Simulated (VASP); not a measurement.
RbBr, 4 atoms in the cell. Symmetry: P6_3/mmc, No. 194, hexagonal system. The conventional cell has a = 5.890 Å, b = 5.890 Å, c = 6.870 Å, α = 90.00°, β = 90.00°, γ = 120.00°. Rb (site symmetry -6m2) has 5 Br at 3.40 to 3.43 Å within 4.5 Å. Br (site symmetry -6m2) has 5 Rb at 3.40 to 3.43 Å within 4.5 Å. 

```yaml
Program: VASP 6.6.1
Task: single point
Functional: PBE-based screened hybrid
Potentials_or_basis: VASP PAW PBE potentials, release 64 (Rb_sv, Br)
Cutoff: 520 eV
k_mesh: 3 × 3 × 2
Occupations: gaussian, width 0.01 eV
Spin: no spin polarisation
Dipole_correction: no
Grid_for_exact_exchange_PRECFOCK: Normal
Share_of_exact_exchange: 0.15
Further_INCAR_settings: ALGO = Normal; EDIFF = 1e-06; NBANDS = 24
Screening_parameter: 0.3 1/Å
```

Potentials or basis: VASP PAW PBE potentials, release 64 (Rb_sv, Br).

Command:

```bash
$ cat potpaw_PBE.64/Rb_sv/POTCAR potpaw_PBE.64/Br/POTCAR > POTCAR
$ cp INCAR.step1 INCAR
$ mpirun -np 1 vasp_std > vasp.out
$ cp INCAR.step2 INCAR
$ mpirun -np 1 vasp_std > vasp.out
```

Hardware: 1 thread of Intel(R) Xeon(R) Platinum 8488C (Sapphire Rapids), with other jobs on the host.

Question: How long does it take, and how much memory?

Answer: Wall time 9.2 min on 1 thread of Intel(R) Xeon(R) Platinum 8488C (Sapphire Rapids), with other jobs on the host, peak memory 0.48 GiB. Counts: k points 6.
